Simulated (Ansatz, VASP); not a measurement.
## Two plane-wave programs on CdGeAs2

File INCAR:

```
SYSTEM = CdGeAs2
PREC = Accurate
ENCUT = 520
EDIFF = 1E-7
ISMEAR = -1
SIGMA = 0.02
LREAL = .FALSE.
LASPH = .TRUE.
NELM = 100
ALGO = Normal
ISIF = 2
LWAVE = .FALSE.
LCHARG = .FALSE.
GGA = PE
NBANDS = 46
```

File KPOINTS:

```
regular mesh
0
G
  6 6 6
  0 0 0
```

File POSCAR:

```
CdGeAs2
1.0
   -2.9900732622      2.9900732622      5.6520381464
    2.9900732622     -2.9900732622      5.6520381464
    2.9900732622      2.9900732622     -5.6520381464
Cd As Ge
2 4 2
Direct
    0.0000000000      0.0000000000      0.0000000000
    0.7500000000      0.2500000000      0.5000000000
    0.3750000000      0.4036622353      0.5286622353
    0.1536622353      0.6250000000      0.0286622353
    0.8750000000      0.8463377647      0.4713377647
    0.5963377647      0.1250000000     -0.0286622353
    0.5000000000      0.5000000000      0.0000000000
    0.2500000000      0.7500000000      0.5000000000
```

Input for Ansatz:

```yaml
crystal:
  lattice:
    - [-2.9900732622, 2.9900732622, 5.6520381464]
    - [2.9900732622, -2.9900732622, 5.6520381464]
    - [2.9900732622, 2.9900732622, -5.6520381464]
  atoms:
    - { symbol: Cd, position: [0.0, 0.0, 0.0] }
    - { symbol: As, position: [0.375, 0.4036622353, 0.5286622353] }
    - { symbol: Cd, position: [0.75, 0.25, 0.5] }
    - { symbol: As, position: [0.1536622353, 0.625, 0.0286622353] }
    - { symbol: Ge, position: [0.5, 0.5, 0.0] }
    - { symbol: As, position: [0.875, 0.8463377647, 0.4713377647] }
    - { symbol: Ge, position: [0.25, 0.75, 0.5] }
    - { symbol: As, position: [0.5963377647, 0.125, -0.0286622353] }
kpoints:
  mp_grid: { grid: [6, 6, 6] }
  band_path:
    path:
      - [[0.0, 0.0, 0.0], [5.660468780247e-19, -5.660468780247e-19, 0.5], [0.25, 0.25, 0.25], [3.414719626258e-17, 0.5, -3.414719626258e-17], [0.0, 0.0, 0.0], [0.5, 0.5, -0.5], [0.3199670396416, 0.6800329603584, -0.3199670396416]]
      - [[-0.3199670396416, 0.3199670396416, 0.3199670396416], [0.0, 0.0, 0.0]]
      - [[5.660468780247e-19, -5.660468780247e-19, 0.5], [-0.1399340792831, 0.1399340792831, 0.5]]
      - [[0.5, 0.5, -0.1399340792831], [0.5, 0.5, -0.5]]
    npoints: 10
hamiltonian:
  xc: pbe
scf:
  occupations: { method: fermi_dirac, width: 0.02 }
  n_extra_bands: 6
output:
  forces: true
  stress: true
  eigenvalues: true
```

Alike in both runs: task single point; functional PBE; k mesh 6 × 6 × 6; occupations fermi-dirac, width 0.02 eV; no spin polarisation.

```csv
,VASP,Ansatz
version,VASP 6.6.1,Ansatz 0.2.0
potentials or method,"VASP PAW PBE potentials, release 64 (Cd, As, Ge_d)","plane waves, PAW"
plane-wave cutoff (eV),520,420
valence electrons in the cell,72,128
```

```csv
,VASP,Ansatz,Ansatz less VASP
pressure (GPa),2.5,2.3,-0.22
rms of the force components (eV/Å),0.051,0.055,+0.0036
```

VASP's potentials hold 72 valence electrons a cell and Ansatz's 128, so a difference there can come from the potentials and not from the codes.
